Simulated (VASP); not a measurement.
Crystal: Br.

```
CELL_PARAMETERS angstrom
0.00000 3.81443 4.84961
2.22314 0.00000 4.84961
2.22314 3.81443 0.00000
ATOMIC_POSITIONS crystal
Br 0.12095 0.12095 0.87905
Br 0.87905 0.87905 0.12095
```

```yaml
Program: VASP 6.6.1
Task: relaxation of cell and atoms
Functional: PBE
Potentials_or_basis: VASP PAW PBE potentials, release 64 (Br)
Cutoff: 600 eV
k_mesh: 10 × 10 × 10
Occupations: gaussian, width 0.02 eV
Spin: no spin polarisation
```

At the start: pressure 0.0 GPa; volume 41.12 Å³/atom.

**Question.** How do energy, volume and symmetry change on relaxing?

**Answer.** Over 24 steps the energy falls by 4.6 meV/atom and the volume is 45.73 Å³/atom (+11.2 %); space group Fmmm (No. 69, to 0.1 Å) before and after.

Step by step:
```
step  energy change (eV)  largest force (eV/Å)  pressure (GPa)  volume (Å³)
   1              0.0000                0.0105            0.02        82.25
   2             -0.0007                0.0491            0.11        82.32
   3             -0.0013                0.1340            0.29        82.48
   4             -0.0015                0.1301            0.28        82.52
   5             -0.0020                0.1197            0.26        82.65
   6             -0.0028                0.0994            0.23        82.92
   7             -0.0043                0.0595            0.17        83.44
   8             -0.0062                0.0166            0.07        84.47
   9             -0.0061                0.1536           -0.07        86.46
  10             -0.0068                0.0885           -0.01        85.50
  11             -0.0071                0.0586            0.06        85.79
  12             -0.0072                0.0023            0.19        86.32
  13             -0.0073                0.0219            0.14        86.14
  14             -0.0077                0.0317            0.11        86.67
  15             -0.0085                0.0605            0.02        88.23
  16             -0.0083                0.1152           -0.14        91.32
  17             -0.0087                0.0831           -0.05        89.50
  18             -0.0090                0.0019            0.09        90.40
  19             -0.0090                0.0183            0.06        90.19
  20             -0.0092                0.0219            0.03        90.62
  21             -0.0092                0.0266           -0.02        91.20
  22             -0.0092                0.0147            0.04        91.40
  23             -0.0093                0.0019            0.02        91.32
  24             -0.0093                0.0030            0.01        91.46
```

Final structure:
```
CELL_PARAMETERS angstrom
0.00000 4.42644 4.82623
2.14051 0.00000 4.82623
2.14051 4.42644 0.00000
ATOMIC_POSITIONS crystal
Br 0.12200 0.12200 0.87800
Br 0.87800 0.87800 0.12200
```

Caveat: this functional lacks dispersion, which holds the molecules together, so the pressure and a relaxed volume are unreliable.
